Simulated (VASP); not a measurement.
Write the native input for VASP 6.6.1 that does the following.

* Task: single point
* Functional: PBEsol
* Potentials or basis: VASP PAW PBE potentials, release 64 (C)
* Cutoff: 520 eV
* k mesh: 21 × 21 × 21
* Occupations: gaussian, width 0.1 eV
* Spin: no spin polarisation
* Dipole correction: no
* Further INCAR settings: ALGO = Normal; EDIFF = 1e-07; NBANDS = 13

The structure of C lies in POSCAR:

```
C
1.0
    1.2322666647      0.7114494905      3.6231103336
   -1.2322666647      0.7114494905      3.6231103336
    0.0000000000     -1.4228989811      3.6231103336
C
3
Direct
    0.0000000000      0.0000000000      0.0000000000
    0.2502719878      0.2502719878      0.2502719878
    0.7497280122      0.7497280122      0.7497280122
```

One way to write it, as run:

INCAR

```
SYSTEM = C
PREC = Accurate
ENCUT = 520
EDIFF = 1E-7
ISMEAR = 0
SIGMA = 0.1
LREAL = .False.
LASPH = .True.
NELM = 80
ALGO = Normal
ISIF = 2
LWAVE = .False.
LCHARG = .False.
GGA = PS
NBANDS = 13
```

KPOINTS

```
regular mesh
0
Gamma
  21 21 21
  0 0 0
```

Potentials or basis: VASP PAW PBE potentials, release 64 (C).

Launch:

```console
$ cat potpaw_PBE.64/C/POTCAR > POTCAR
$ mpirun -np 1 vasp_std > vasp.out
```

Results of the run:

* Pressure: 0.5 GPa
* Largest force: 0.035 eV/Å
* Band gap on the k mesh: zero (band 6 reaches 11.15 eV, above the bottom of band 7 at 6.65 eV)

Caveat: the PAW data sets were made with another functional, which shifts forces and pressure a little.

Run time: 6.6 min on 1 thread of AMD EPYC 7R13 Processor (Zen 3), on a shared host, peak memory 0.27 GiB.
